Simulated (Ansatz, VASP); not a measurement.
**LiCl in VASP and in Ansatz**

The input POSCAR:

```
LiCl
1.0
    0.0000000000      2.4481609426      2.5560252063
    2.5560252063      0.0000000000      2.5560252063
    2.5560252063      2.4481609426      0.0000000000
Li Cl
1 1
Direct
    0.0000000000      0.0000000000      0.0000000000
    0.5000000000      0.5000000000      0.5000000000
```

INCAR.step1

```
SYSTEM = LiCl
PREC = Accurate
ENCUT = 520
EDIFF = 1E-5
ISMEAR = 0
SIGMA = 0.01
LREAL = .FALSE.
LASPH = .TRUE.
NELM = 80
ALGO = Normal
ISIF = 2
LWAVE = .TRUE.
LCHARG = .FALSE.
GGA = PE
NBANDS = 12
```

Contents of INCAR.step2:

```
SYSTEM = LiCl
PREC = Accurate
ENCUT = 520
EDIFF = 1E-6
ISMEAR = 0
SIGMA = 0.01
LREAL = .FALSE.
LASPH = .TRUE.
NELM = 80
ALGO = Normal
ISIF = 2
LWAVE = .FALSE.
LCHARG = .FALSE.
GGA = PE
LHFCALC = .TRUE.
HFSCREEN = 0.2079
PRECFOCK = Normal
ISTART = 1
NBANDS = 12
```

File KPOINTS:

```
regular mesh
0
G
  6 6 6
  0 0 0
```

Input for Ansatz:

```yaml
crystal:
  lattice:
    - [0.0, 2.4481609426, 2.5560252063]
    - [2.5560252063, 0.0, 2.5560252063]
    - [2.5560252063, 2.4481609426, 0.0]
  atoms:
    - { symbol: Li, position: [0.0, 0.0, 0.0] }
    - { symbol: Cl, position: [0.5, 0.5, 0.5] }
kpoints:
  mp_grid: { grid: [6, 6, 6] }
  band_path:
    path:
      - [0.0, 0.0, 0.0]
      - [0.5, 0.0, 0.5]
      - [0.625, 0.25, 0.625]
      - [0.375, 0.375, 0.75]
      - [0.5, 0.5, 0.5]
      - [0.5, 0.25, 0.75]
    npoints: 1
hamiltonian:
  xc: hse06
scf:
  occupations: { method: fixed }
  n_extra_bands: 4
output:
  forces: true
  stress: true
  eigenvalues: true
```

Change from the starting cell: uniaxial_y strain -4.2%.

Alike in both runs: task single point; functional HSE06; k mesh 6 × 6 × 6; no spin polarisation.

|  | VASP | Ansatz |
| --- | --- | --- |
| version | VASP 6.6.1 | Ansatz 0.2.0 |
| potentials or method | VASP PAW PBE potentials, release 64 (Li_sv, Cl) | plane waves, PAW |
| plane-wave cutoff (eV) | 520 | 420 |
| occupations | gaussian, width 0.01 eV | fixed |
| valence electrons in the cell | 10 | 10 |

|  | VASP | Ansatz | Ansatz less VASP |
| --- | --- | --- | --- |
| gap on the k mesh at the Fermi level (eV) | 8.02 | 8.01 | -0.007 |

Ansatz's warnings: stress exchange threshold loose, stress scf threshold loose.

Noted on VASP's run: the cutoff is short for stress, so the pressure is rough.
